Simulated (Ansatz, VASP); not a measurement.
# One calculation of Be, two programs

```
Be
1.0
    -1.95472    1.95472    1.06634
     1.95472   -1.95472    1.06634
     1.95472    1.95472   -1.06634
Be
2
Direct
  0.00000 0.00000 0.00000
  0.75000 0.25000 0.50000
```

Alike in both runs: task relaxation of cell and atoms; functional PBE; k mesh 8 × 8 × 8; occupations gaussian, width 0.1 eV; no spin polarisation.

```csv
,VASP,Ansatz
version,VASP 6.6.1,Ansatz 0.2.0
potentials or method,"VASP PAW PBE potentials, release 64 (Be), cutoff 600 eV","scalar-relativistic, plane waves, PAW"
valence electrons in the cell,4,4
```

Ansatz gave:

| Property | Result |
| --- | --- |
| gap on the k mesh at the Fermi level, each at its own relaxed structure (eV) | none |
| relaxed volume (Å³/atom) | 9.32 |
| relaxed cell length with the largest relative difference (Å) | 3.152 |

**Question.** Which values does VASP return?

**Answer.** gap on the k mesh at the Fermi level, each at its own relaxed structure (eV): none; relaxed volume (Å³/atom): 9.38; relaxed cell length with the largest relative difference (Å): 3.159.

A gap of «none» marks a metal or a gap that the smearing closes.

The k mesh is coarse, so the values compare programs but aren't converged. Noted on VASP's run: the volume moved by over 15 % at a fixed basis, so the end points are rough.
